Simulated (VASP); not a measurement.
Set up this calculation in VASP 6.6.1, as the native input.

- Task: single point
- Functional: PBE
- Potentials or basis: VASP PAW PBE potentials, release 64 (Ba_sv, Hf_pv, O)
- Cutoff: 520 eV
- k mesh: 6 × 6 × 6
- Occupations: gaussian, width 0.05 eV
- Spin: no spin polarisation
- Dipole correction: no
- Further INCAR settings: ALGO = Normal; EDIFF = 1e-07; NBANDS = 27

The structure of BaHfO3 lies in POSCAR:

```
BaHfO3
1.0
    3.9496981924      0.0000000000      0.0000000000
    0.0000000000      3.9496981924      0.0000000000
    0.0000000000      0.0000000000      3.9504653228
Ba Hf O
1 1 3
Direct
    0.5000000000      0.5000000000      0.9964249600
    0.0000000000      0.0000000000      0.4978753300
    0.0000000000      0.5000000000      0.4988901400
    0.5000000000      0.0000000000      0.4988901400
    0.0000000000      0.0000000000      0.9979412200
```

These files were run (other wordings do the same):

INCAR

```
SYSTEM = BaHfO3
ALGO = Normal
EDIFF = 1E-7
ENCUT = 520
GGA = PE
ISIF = 2
ISMEAR = 0
LASPH = .True.
LCHARG = .False.
LREAL = .False.
LWAVE = .False.
NBANDS = 27
NELM = 60
PREC = Accurate
SIGMA = 0.05
```

KPOINTS

```
k-points
0
Gamma
  6 6 6
  0 0 0
```

Potentials or basis: VASP PAW PBE potentials, release 64 (Ba_sv, Hf_pv, O).

Command:

```bash
$ cat potpaw_PBE.64/Ba_sv/POTCAR potpaw_PBE.64/Hf_pv/POTCAR potpaw_PBE.64/O/POTCAR > POTCAR
$ mpirun -np 1 vasp_std > vasp.out
```

It gave:

```
Pressure               : 44.4 GPa
Largest force          : 0.060 eV/Å
Band gap on the k mesh : 3.79 eV
```

Caveat: the cell stands under pressure; spin-orbit coupling is left out, which moves the levels of the heavy elements.

Wall time 84 s on 1 thread of Intel Xeon 8259CL, with other jobs on the host, peak memory 0.22 GiB.
